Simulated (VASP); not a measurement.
# TiCo (Pm-3m) in VASP: single point with PBE

Aim: the single point of TiCo with PBE.

Program: VASP 6.6.1. These are calculated values, not measurements. Logs are shortened: lines on timing, memory, paths and dates and some standing lists are left out, and cuts for length are marked.

### Step 1. The cell of the first run

The structure is cubic, space group Pm-3m (No. 221). The conventional cell has a = 2.986 Å, b = 2.986 Å, c = 2.986 Å, α = 90.00°, β = 90.00°, γ = 90.00°. Ti (site symmetry m-3m) has 8 Co at 2.59 Å and 6 Ti at 2.99 Å within 3.4 Å. Co (site symmetry m-3m) has 8 Ti at 2.59 Å and 6 Co at 2.99 Å within 3.4 Å.

### Step 2. Single point, PBE, collinear spin, ferromagnetic start

POSCAR reads:

```
TiCo
1.0
    2.9861109900      0.0000000000      0.0000000000
    0.0000000000      2.9861109900      0.0000000000
    0.0000000000      0.0000000000      2.9861109900
Ti Co
1 1
Direct
    0.0000000000      0.0000000000      0.0000000000
    0.5000000000      0.5000000000      0.5000000000
```

INCAR.step1 reads:

```
SYSTEM = TiCo
  PREC = Accurate
  ENCUT = 520
  EDIFF = 1E-6
  ISMEAR = 0
  SIGMA = 0.05
  LREAL = .False.
  LASPH = .True.
  NELM = 150
  ALGO = Normal
  ISIF = 2
  LWAVE = .False.
  LCHARG = .True.
  ISPIN = 2
  MAGMOM = -0.02 0.98
  LMAXMIX = 4
  GGA = PE
  NBANDS = 22
```

KPOINTS.step1 reads:

```
regular mesh
0
Gamma
  12 12 12
  0 0 0
```

INCAR.step2 reads:

```
SYSTEM = TiCo
  PREC = Accurate
  ENCUT = 520
  EDIFF = 1E-6
  ISMEAR = -5
  SIGMA = 0.05
  LREAL = .False.
  LASPH = .True.
  NELM = 150
  ALGO = Normal
  ISIF = 2
  LWAVE = .False.
  LCHARG = .False.
  ISPIN = 2
  MAGMOM = -0.02 0.98
  LORBIT = 11
  LMAXMIX = 4
  GGA = PE
  NBANDS = 22
  NEDOS = 2001
  ICHARG = 11
```

KPOINTS.step2 reads:

```
regular mesh
0
Gamma
  18 18 18
  0 0 0
```

Potentials or basis: VASP PAW PBE potentials, release 64 (Ti_sv, Co).

Started as:

```
$ cat potpaw_PBE.64/Ti_sv/POTCAR potpaw_PBE.64/Co/POTCAR > POTCAR
$ cp INCAR.step1 INCAR
$ cp KPOINTS.step1 KPOINTS
$ mpirun -np 1 vasp_std > vasp.out
$ cp INCAR.step2 INCAR
$ cp KPOINTS.step2 KPOINTS
$ mpirun -np 1 vasp_std > vasp.out
```

OUTCAR:

```text
SYSTEM = TiCo
   PREC = Accurate
   ENCUT = 520
   EDIFF = 1E-6
   ISMEAR = -5
   LREAL = .False.
   LASPH = .True.
   NELM = 150
   ISIF = 2
   ISPIN = 2
   LORBIT = 11
   GGA = PE
   ICHARG = 11

 ion  position               nearest neighbor table
   1  0.000  0.000  0.000-   2 2.59   2 2.59   2 2.59   2 2.59   2 2.59   2 2.59   2 2.59   2 2.59

   2  0.500  0.500  0.500-   1 2.59   1 2.59   1 2.59   1 2.59   1 2.59   1 2.59   1 2.59   1 2.59

  LATTYP: Found a simple cubic cell.
 ALAT       =     2.9861109900

  Lattice vectors:

 A1 = (   2.9861109900,   0.0000000000,   0.0000000000)
 A2 = (   0.0000000000,   2.9861109900,   0.0000000000)
 A3 = (   0.0000000000,   0.0000000000,   2.9861109900)

Analysis of symmetry for initial positions (statically):
=====================================================================
 Subroutine PRICEL returns:
 Original cell was already a primitive cell.

 Routine SETGRP: Setting up the symmetry group for a
 simple cubic supercell.

 Subroutine GETGRP returns: Found 48 space group operations
 (whereof 48 operations were pure point group operations)
 out of a pool of 48 trial point group operations.

The static configuration has the point symmetry O_h .

Analysis of symmetry for dynamics (positions and initial velocities):
=====================================================================
 Subroutine PRICEL returns:
 Original cell was already a primitive cell.

 Routine SETGRP: Setting up the symmetry group for a
 simple cubic supercell.

 Subroutine GETGRP returns: Found 48 space group operations
 (whereof 48 operations were pure point group operations)
 out of a pool of 48 trial point group operations.

The dynamic configuration has the point symmetry O_h .

Analysis of structural, dynamic, and magnetic symmetry:
=====================================================================
 Subroutine PRICEL returns:
 Original cell was already a primitive cell.

 Routine SETGRP: Setting up the symmetry group for a
 simple cubic supercell.

 Subroutine GETGRP returns: Found 48 space group operations
 (whereof 48 operations were pure point group operations)
 out of a pool of 48 trial point group operations.

The overall configuration has the point symmetry O_h .

 Subroutine INISYM returns: Found 48 space group operations
 (whereof 48 operations are pure point group operations),
 and found     1 'primitive' translations

----------------------------------------------------------------------------------------

                                     Primitive cell

  volume of cell :      26.6267

  direct lattice vectors                    reciprocal lattice vectors
     2.986110990  0.000000000  0.000000000     0.334883735  0.000000000  0.000000000
     0.000000000  2.986110990  0.000000000     0.000000000  0.334883735  0.000000000
     0.000000000  0.000000000  2.986110990     0.000000000  0.000000000  0.334883735

  length of vectors
     2.986110990  2.986110990  2.986110990     0.334883735  0.334883735  0.334883735

  position of ions in fractional coordinates (direct lattice)
     0.000000000  0.000000000  0.000000000
     0.500000000  0.500000000  0.500000000

  ion indices of the primitive-cell ions
   primitive index   ion index
                 1           1
                 2           2

----------------------------------------------------------------------------------------

 KPOINTS: regular mesh

Automatic generation of k-mesh.
 Grid dimensions read from file:
 generate k-points for:   18   18   18

 Generating k-lattice:

  Cartesian coordinates                     Fractional coordinates (reciprocal lattice)
     0.018604652  0.000000000  0.000000000     0.055555556  0.000000000  0.000000000
     0.000000000  0.018604652  0.000000000     0.000000000  0.055555556  0.000000000
     0.000000000  0.000000000  0.018604652     0.000000000  0.000000000  0.055555556

  Length of vectors
     0.018604652  0.018604652  0.018604652

  Shift w.r.t. Gamma in fractional coordinates (k-lattice)
     0.000000000  0.000000000  0.000000000

 TETIRR: Found   2900 inequivalent tetrahedra from    34992

 Subroutine IBZKPT returns following result:
 ===========================================

 Found    220 irreducible k-points:

 Following reciprocal coordinates:
            Coordinates               Weight
  0.000000  0.000000  0.000000      1.000000
  0.055556  0.000000  0.000000      6.000000
  0.111111  0.000000  0.000000      6.000000
  0.166667  0.000000  0.000000      6.000000
  0.222222  0.000000  0.000000      6.000000
  0.277778  0.000000  0.000000      6.000000
[... 16 lines left out ...]
  0.277778  0.111111  0.000000     24.000000
  0.333333  0.111111  0.000000     24.000000
 [... further k-points ...]
   k-points           NKPTS =    220   k-points in BZ     NKDIM =    220   number of bands    NBANDS=     22
   number of dos      NEDOS =   2001   number of ions     NIONS =      2
   total plane-waves  NPLWV =  13824
   dimension x,y,z NGX =    24 NGY =   24 NGZ =   24
   dimension x,y,z NGXF=    48 NGYF=   48 NGZF=   48
   ions per type =               1   1
   NGX,Y,Z   is equivalent  to a cutoff of  13.36, 13.36, 13.36 a.u.
   NGXF,Y,Z  is equivalent  to a cutoff of  26.72, 26.72, 26.72 a.u.
 SYSTEM =  TiCo
   PREC   = accura    normal or accurate (medium, high low for compatibility)
   ISTART =      0    job   : 0-new  1-cont  2-samecut
   ICHARG =     11    charge: 1-file 2-atom 10-const
   ISPIN  =      2    spin polarized calculation?
   LNONCOLLINEAR =      F non collinear calculations
   LSORBIT =      F    spin-orbit coupling
   LASPH  =      T    aspherical Exc in radial PAW
   ENCUT  =  520.0 eV  38.22 Ry    6.18 a.u.   5.55  5.55  5.55*2*pi/ulx,y,z
   NELM   =    150;   NELMIN=  2; NELMDL=  0     # of ELM steps
   EDIFF  = 0.1E-05   stopping-criterion for ELM
   LREAL  =      F    real-space projection
   EDIFFG = 0.1E-04   stopping-criterion for IOM
   NSW    =      0    number of steps for IOM
   IBRION =     -1    ionic relax: 0-MD 1-quasi-New 2-CG
   NFREE  =      0    steps in history (QN), initial steepest desc. (CG)
   ISIF   =      2    stress and relaxation
   ISYM   =      2    0-nonsym 1-usesym 2-fastsym
   POTIM  = 0.5000    time-step for ionic-motion
   TEBEG  =    0.0;   TEEND  =   0.0 temperature during run
   PSTRESS=    0.0 pullay stress
   NELECT =      21.0000    total number of electrons
   NUPDOWN=      -1.0000    fix difference up-down
   EMIN   =  10.00;   EMAX   =-10.00  energy-range for DOS
   EFERMI =   0.00;   METHOD = LEGACY
   ISMEAR =    -5;   SIGMA  =   0.05  broadening in eV -4-tet -1-fermi 0-gaus
   EFERMI_NEDOS =   21; number of points for ismear=-14 and -15
   IALGO  =     38    algorithm
   IMIX   =      4    mixing-type and parameters
     AMIX     =   0.40;   BMIX     =  1.00
     AMIX_MAG =   1.60;   BMIX_MAG =  1.00
  volume/ion in A,a.u.               =      13.31        89.84
  Fermi-wavevector in a.u.,A,eV,Ry     =   1.512546  2.858298 31.127355  2.287796
  Thomas-Fermi vector in A             =   2.622456
   LORBIT       =     11    0 simple, 1 ext, 2 COOP (PROOUT), +10 PAW based schemes
   GGA     = PE    functional components
   LHFCALC =     F    Hartree Fock is set to
   AEXX    =    0.0000 exact exchange contribution
   IVDW    =     0    specifies the selected vdW correction
   LEPSILON=     F    determine dielectric tensor
   LRPA    =     F    only Hartree local field effects (RPA)
 spin polarized calculation
 Fermi weights with tetrahedron method with Bloechl corrections
  energy-cutoff  :      520.00
  volume of cell :       26.63
 maximum number of plane-waves:       739
 NGX is ok and might be reduce to    24

 number of electron      20.9999983 magnetization       0.8610048

 Free energy of the ion-electron system (eV)
  ---------------------------------------------------
  ext. energy  EPLUGINS =         0.00000000
  ---------------------------------------------------
  free energy    TOTEN  =       -15.67540950 eV

  energy without entropy =      -15.67540950  energy(sigma->0) =      -15.67540950

 E-fermi :   9.9347     XC(G=0): -12.5752

 val. band max:        9.9714951084   @ k =   0.5000   0.5000   0.1111
 cond. band min:       9.9170144478   @ k =   0.3889   0.1667   0.0000
 fundamental gap:     -0.0544806607
 Fermi energy:         9.9346718012

 spin component 1

 k-point     1 :       0.0000    0.0000    0.0000
  band No.  band energies     occupation
      1     -47.2290      1.00000
      2     -23.3214      1.00000
      3     -23.3214      1.00000
      4     -23.3214      1.00000
      5       2.2415      1.00000
      6       5.7551      1.00000
[... 14 lines left out ...]
     21      29.2433      0.00000
     22      30.8687      0.00000

 k-point     2 :       0.0556    0.0000    0.0000
  band No.  band energies     occupation
      1     -47.2281      1.00000
      2     -23.3306      1.00000
      3     -23.3208      1.00000
      4     -23.3208      1.00000
      5       2.3029      1.00000
      6       5.7792      1.00000
[... 14 lines left out ...]
     21      29.4276      0.00000
     22      30.6903      0.00000

 k-point     3 :       0.1111    0.0000    0.0000
  band No.  band energies     occupation
      1     -47.2253      1.00000
      2     -23.3569      1.00000
      3     -23.3189      1.00000
      4     -23.3189      1.00000
      5       2.4851      1.00000
      6       5.8502      1.00000
[... 14 lines left out ...]
     21      30.0358      0.00000
     22      30.2612      0.00000
[... 476 lines left out ...]
 k-point    23 :       0.2778    0.1111    0.0000
  band No.  band energies     occupation
      1     -47.2070      1.00000
      2     -23.4935      1.00000
      3     -23.3421      1.00000
      4     -23.3055      1.00000
      5       3.8688      1.00000
      6       6.2929      1.00000
[... 14 lines left out ...]
     21      27.9936      0.00000
     22      29.4193      0.00000

 k-point    24 :       0.3333    0.1111    0.0000
  band No.  band energies     occupation
      1     -47.2019      1.00000
      2     -23.5412      1.00000
      3     -23.3380      1.00000
      4     -23.3018      1.00000
      5       4.3972      1.00000
      6       6.3970      1.00000
[... 14 lines left out ...]
     21      28.0563      0.00000
     22      28.9251      0.00000

 [... further k-points ...]

 spin component 2

 k-point     1 :       0.0000    0.0000    0.0000
  band No.  band energies     occupation
      1     -47.2323      1.00000
      2     -23.3256      1.00000
      3     -23.3256      1.00000
      4     -23.3256      1.00000
      5       2.2367      1.00000
      6       6.4192      1.00000
[... 14 lines left out ...]
     21      29.4088      0.00000
     22      30.7588      0.00000

 k-point     2 :       0.0556    0.0000    0.0000
  band No.  band energies     occupation
      1     -47.2314      1.00000
      2     -23.3348      1.00000
      3     -23.3249      1.00000
      4     -23.3249      1.00000
      5       2.2982      1.00000
      6       6.4474      1.00000
[... 14 lines left out ...]
     21      29.5918      0.00000
     22      30.5791      0.00000

 k-point     3 :       0.1111    0.0000    0.0000
  band No.  band energies     occupation
      1     -47.2286      1.00000
      2     -23.3614      1.00000
      3     -23.3230      1.00000
      4     -23.3230      1.00000
      5       2.4808      1.00000
      6       6.5269      1.00000
[... 14 lines left out ...]
     21      30.1489      0.00000
     22      30.1947      0.00000
[... 476 lines left out ...]
 k-point    23 :       0.2778    0.1111    0.0000
  band No.  band energies     occupation
      1     -47.2101      1.00000
      2     -23.4993      1.00000
      3     -23.3465      1.00000
      4     -23.3096      1.00000
      5       3.8752      1.00000
      6       6.9529      1.00000
[... 14 lines left out ...]
     21      28.0311      0.00000
     22      29.3366      0.00000

 k-point    24 :       0.3333    0.1111    0.0000
  band No.  band energies     occupation
      1     -47.2050      1.00000
      2     -23.5475      1.00000
      3     -23.3424      1.00000
      4     -23.3058      1.00000
      5       4.4179      1.00000
      6       6.9611      1.00000
[... 14 lines left out ...]
     21      28.1343      0.00000
     22      28.8334      0.00000

 [... further k-points ...]

------------------------ aborting loop because EDIFF is reached ----------------------------------------

  FORCE on cell =-STRESS in cart. coord.  units (eV):
  Direction    XX          YY          ZZ          XY          YZ          ZX
  --------------------------------------------------------------------------------------
  -------------------------------------------------------------------------------------
  Total       -0.2884893     -0.2884893     -0.2884893      0.0000000     -0.0000000     -0.0000000
  in kB      -17.3589107    -17.3589107    -17.3589107      0.0000000     -0.0000000     -0.0000000
  external PRESSURE =     -17.3589107 kB  Pullay stress =       0.0000000 kB

 VOLUME and BASIS-vectors are now :
 -----------------------------------------------------------------------------
  energy-cutoff  :      520.00
  volume of cell :       26.63
      direct lattice vectors                 reciprocal lattice vectors
     2.986110990  0.000000000  0.000000000     0.334883735  0.000000000  0.000000000
     0.000000000  2.986110990  0.000000000     0.000000000  0.334883735  0.000000000
     0.000000000  0.000000000  2.986110990     0.000000000  0.000000000  0.334883735

 POSITION                                       TOTAL-FORCE (eV/Angst)
 -----------------------------------------------------------------------------------
      0.00000      0.00000      0.00000         0.000000      0.000000      0.000000
      1.49306      1.49306      1.49306         0.000000      0.000000      0.000000
 -----------------------------------------------------------------------------------
    total drift:                               -0.000000     -0.000000     -0.000000

  FREE ENERGIE OF THE ION-ELECTRON SYSTEM (eV)
  ---------------------------------------------------
  free  energy   TOTEN  =       -15.6754094997 eV

  energy  without entropy=      -15.6754094997  energy(sigma->0) =      -15.67540950

 total charge

# of ion       s       p       d       tot
------------------------------------------
    1        2.248   6.181   1.856  10.285
    2        0.526   0.462   7.298   8.286
--------------------------------------------------
tot          2.773   6.643   9.154  18.571

 magnetization (x)

# of ion       s       p       d       tot
------------------------------------------
    1       -0.002  -0.012  -0.008  -0.022
    2        0.028  -0.004   0.925   0.950
--------------------------------------------------
tot          0.026  -0.016   0.917   0.928
```

Wall time 1.8 min (1 thread of Intel Xeon Platinum 8488C (Sapphire Rapids), shared host); peak memory 0.31 GiB.

What came out:

* Net moment: 0.86 μB per cell
* Site moments: Ti -0.02; Co +0.95 μB
* Valence electrons inside the program's atomic spheres: Ti 10.29; Co 8.29

Levels at points of the mesh, in eV from the Fermi level:
Spin up:
```
           k point  band 8  band 9  band 10  band 11  band 12  band 13  band 14  band 15
(0.00, 0.00, 0.00)   -1.88   -1.88    -1.88     0.47     0.47     2.65     2.65     2.65
(0.50, 0.00, 0.00)   -1.99   -1.99    -1.53    -0.71    -0.62     0.65     0.65     2.22
(0.50, 0.50, 0.00)   -2.73   -1.51    -0.79     0.62     0.62     1.09     2.43     2.43
(0.50, 0.50, 0.50)   -2.09   -2.09    -2.09    -1.48    -1.48     3.18     3.18     6.91
```
Spin down:
```
           k point  band 6  band 7  band 8  band 9  band 10  band 11  band 12  band 13  band 14  band 15
(0.00, 0.00, 0.00)   -3.52   -3.52   -1.33   -1.33    -1.33     1.02     1.02     2.76     2.76     2.76
(0.50, 0.00, 0.00)   -3.81   -1.88   -1.41   -1.41    -0.90    -0.81     0.58     0.66     0.66     2.24
(0.50, 0.50, 0.00)   -3.70   -2.30   -2.30   -0.02     0.28     0.60     0.60     1.25     2.62     2.62
(0.50, 0.50, 0.50)   -2.33   -2.33   -2.09   -2.09    -2.09     0.02     0.02     3.12     3.12     7.20
```
